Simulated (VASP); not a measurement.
# Hf (I4/mmm) in VASP: further runs, part 2 of 2

VASP 6.6.1. Earlier steps stand in the parts before.

### 3 Electric field gradients, PBEsol (equal xx and yy strain of +1 %)

File INCAR:

```
PREC = Accurate
ENCUT = 520
EDIFF = 1E-8
ISMEAR = -1
SIGMA = 0.03
LREAL = F
LASPH = T
NELM = 100
ALGO = Normal
ISIF = 2
LWAVE = F
LCHARG = F
GGA = PS
LEFG = T
NBANDS = 11
```

File KPOINTS:

```
regular mesh
0
Gamma
  16 16 16
```

File POSCAR:

```
Hf
1.0
    0.0000000000      2.2422000000      2.2200000000
    2.2422000000      0.0000000000      2.2200000000
    2.2422000000      2.2422000000      0.0000000000
Hf
1
Direct
    0.0000000000      0.0000000000      0.0000000000
```

Potentials or basis: VASP PAW PBE potentials, release 64 (Hf_pv).

Run with:

```sh
$ cat potpaw_PBE.64/Hf_pv/POTCAR > POTCAR
$ mpirun -np 1 vasp_std > vasp.out
```

OUTCAR:

```text
PREC = Accurate
   ENCUT = 520
   EDIFF = 1E-8
   ISMEAR = -1
   LREAL = F
   LASPH = T
   NELM = 100
   ISIF = 2
   GGA = PS

 ion  position               nearest neighbor table
   1  0.000  0.000  0.000-

  LATTYP: Found a body centered tetragonal cell.
 ALAT       =     3.1709496496
 C/A-ratio  =     1.4002114479

  Lattice vectors:

 A1 = (   0.0000000000,  -2.2422000000,  -2.2200000000)
 A2 = (   0.0000000000,   2.2422000000,  -2.2200000000)
 A3 = (   2.2422000000,   0.0000000000,   2.2200000000)

Analysis of symmetry for initial positions (statically):
=====================================================================
 Subroutine PRICEL returns:
 Original cell was already a primitive cell.

 Routine SETGRP: Setting up the symmetry group for a
 body centered tetragonal supercell.

 Subroutine GETGRP returns: Found 16 space group operations
 (whereof 16 operations were pure point group operations)
 out of a pool of 16 trial point group operations.

The static configuration has the point symmetry D_4h.

Analysis of symmetry for dynamics (positions and initial velocities):
=====================================================================
 Subroutine PRICEL returns:
 Original cell was already a primitive cell.

 Routine SETGRP: Setting up the symmetry group for a
 body centered tetragonal supercell.

 Subroutine GETGRP returns: Found 16 space group operations
 (whereof 16 operations were pure point group operations)
 out of a pool of 16 trial point group operations.

The dynamic configuration has the point symmetry D_4h.

 Subroutine INISYM returns: Found 16 space group operations
 (whereof 16 operations are pure point group operations),
 and found     1 'primitive' translations

----------------------------------------------------------------------------------------

                                     Primitive cell

  volume of cell :      22.3219

  direct lattice vectors                    reciprocal lattice vectors
     0.000000000  2.242200000  2.220000000    -0.222995273  0.222995273  0.225225225
     2.242200000  0.000000000  2.220000000     0.222995273 -0.222995273  0.225225225
     2.242200000  2.242200000  0.000000000     0.222995273  0.222995273 -0.225225225

  length of vectors
     3.155290928  3.155290928  3.170949650     0.387530883  0.387530883  0.387530883

  position of ions in fractional coordinates (direct lattice)
     0.000000000  0.000000000  0.000000000

  ion indices of the primitive-cell ions
   primitive index   ion index
                 1           1

----------------------------------------------------------------------------------------

 KPOINTS: regular mesh

Automatic generation of k-mesh.
 Grid dimensions read from file:
 generate k-points for:   16   16   16

 Generating k-lattice:

  Cartesian coordinates                     Fractional coordinates (reciprocal lattice)
    -0.013937205  0.013937205  0.014076577     0.062500000  0.000000000  0.000000000
     0.013937205 -0.013937205  0.014076577     0.000000000  0.062500000  0.000000000
     0.013937205  0.013937205 -0.014076577    -0.000000000 -0.000000000  0.062500000

  Length of vectors
     0.024220680  0.024220680  0.024220680
[... 70 lines left out ...]
   EFERMI_NEDOS =   21; number of points for ismear=-14 and -15
   IALGO  =     38    algorithm
   IMIX   =      4    mixing-type and parameters
     AMIX     =   0.40;   BMIX     =  1.00
     AMIX_MAG =   1.60;   BMIX_MAG =  1.00
  volume/ion in A,a.u.               =      22.32       150.64
  Fermi-wavevector in a.u.,A,eV,Ry     =   1.252653  2.367172 21.349455  1.569141
  Thomas-Fermi vector in A             =   2.386544
   LORBIT       =      0    0 simple, 1 ext, 2 COOP (PROOUT), +10 PAW based schemes
   GGA     = PS    functional components
   LHFCALC =     F    Hartree Fock is set to
   AEXX    =    0.0000 exact exchange contribution
   IVDW    =     0    specifies the selected vdW correction
   LEPSILON=     F    determine dielectric tensor
   LRPA    =     F    only Hartree local field effects (RPA)
 non-spin polarized calculation
  energy-cutoff  :      520.00
  volume of cell :       22.32
 maximum number of plane-waves:       620
   NGX = 11   NGY = 11   NGZ = 11

 number of electron      10.0000000 magnetization

 number of electron       9.9999998 magnetization

 Free energy of the ion-electron system (eV)
  ---------------------------------------------------
  ext. energy  EPLUGINS =         0.00000000
  ---------------------------------------------------
  free energy    TOTEN  =       -10.42344855 eV

  energy without entropy =      -10.41766752  energy(sigma->0) =      -10.42055804

 E-fermi :   4.5926     XC(G=0): -11.4032

 val. band max:        4.5920773211   @ k =  -0.3125   0.4375   0.1875
 cond. band min:       4.5929751071   @ k =  -0.3750   0.1250   0.0625
 fundamental gap:      0.0008977861
 Fermi energy:         4.5926049276

 k-point     1 :       0.0000    0.0000    0.0000
  band No.  band energies     occupation
      1     -25.3598      2.00000
      2     -25.3588      2.00000
      3     -25.3588      2.00000
      4      -2.6271      2.00000
      5       5.9500      0.00000
      6       5.9500      0.00000
      7       6.0648      0.00000
      8       8.6950      0.00000
      9       8.8596      0.00000
     10      15.9754      0.00000
     11      17.6515      0.00000
[... 309 lines left out ...]
 k-point    24 :      -0.0625    0.0625    0.0000
  band No.  band energies     occupation
      1     -25.4374      2.00000
      2     -25.3834      2.00000
      3     -25.3649      2.00000
      4      -2.2672      2.00000
      5       5.6014      0.00000
      6       6.1176      0.00000
      7       6.2413      0.00000
      8       8.3614      0.00000
      9       8.8331      0.00000
     10      16.7584      0.00000
     11      17.6491      0.00000

 [... further k-points ...]

------------------------ aborting loop because EDIFF is reached ----------------------------------------

  FORCE on cell =-STRESS in cart. coord.  units (eV):
  Direction    XX          YY          ZZ          XY          YZ          ZX
  --------------------------------------------------------------------------------------
  -------------------------------------------------------------------------------------
  Total       -0.5591685     -0.5591685     -0.5382133      0.0000000     -0.0000000      0.0000000
  in kB      -40.1348503    -40.1348503    -38.6307673      0.0000000     -0.0000000      0.0000000
  external PRESSURE =     -39.6334893 kB  Pullay stress =       0.0000000 kB

 VOLUME and BASIS-vectors are now :
 -----------------------------------------------------------------------------
  energy-cutoff  :      520.00
  volume of cell :       22.32
      direct lattice vectors                 reciprocal lattice vectors
     0.000000000  2.242200000  2.220000000    -0.222995273  0.222995273  0.225225225
     2.242200000  0.000000000  2.220000000     0.222995273 -0.222995273  0.225225225
     2.242200000  2.242200000  0.000000000     0.222995273  0.222995273 -0.225225225

 POSITION                                       TOTAL-FORCE (eV/Angst)
 -----------------------------------------------------------------------------------
      0.00000      0.00000      0.00000        -0.000000      0.000000      0.000000
 -----------------------------------------------------------------------------------
    total drift:                               -0.000000      0.000000     -0.000000

  FREE ENERGIE OF THE ION-ELECTRON SYSTEM (eV)
  ---------------------------------------------------
  free  energy   TOTEN  =       -10.4234485487 eV

  energy  without entropy=      -10.4176675218  energy(sigma->0) =      -10.42055804

 Electric field gradients (V/A^2)
---------------------------------------------------------------------
 ion       V_xx      V_yy      V_zz      V_xy      V_xz      V_yz
---------------------------------------------------------------------
   1      -4.744    -4.744     9.489    -0.000    -0.000    -0.000
---------------------------------------------------------------------

 Electric field gradients after diagonalization (V/A^2)
 (convention: |V_zz| > |V_xx| > |V_yy|)
----------------------------------------------------------------------
 ion       V_xx      V_yy      V_zz     asymmetry (V_yy - V_xx)/ V_zz
----------------------------------------------------------------------
   1      -4.745    -4.744     9.489       0.000
----------------------------------------------------------------------

           NMR quadrupolar parameters

 Cq : quadrupolar parameter    Cq=e*Q*V_zz/h
 eta: asymmetry parameters     (V_yy - V_xx)/ V_zz
 Q  : nuclear electric quadrupole moment in mb (millibarn)
----------------------------------------------------------------------
 ion       Cq(MHz)       eta       Q (mb)
----------------------------------------------------------------------
   1       0.023       0.000       1.000
----------------------------------------------------------------------
```

Run time: 42 s. Hardware: 1 thread of Intel Xeon Platinum 8259CL at 2.50GHz (Skylake/Cascade Lake), shared host; peak memory 0.21 GiB.

What came out:

```
Free energy                             : -10.4234 eV
Pressure                                : -4.0 GPa
Band gap on the k mesh                  : zero (bands 5 and 6 overlap by 1.76 eV)
Largest electric field gradient by atom : Hf +9.5 V/Å²
```

Electric field gradients, principal values (V/Å²):
```tsv
atom	least	middle	greatest (by size)
1 Hf	-4.744	-4.745	9.489
```

Caveat: the cell differs from its parent crystal (equal xx and yy strain of +1 %); the cell stands under tension; without QUAD_EFG the Cq values of the log hold for a quadrupole moment of 1 mb, not for the nuclei; the PAW data sets were made with another functional, which shifts forces and pressure a little; spin-orbit coupling is left out, which moves the levels of the heavy elements.
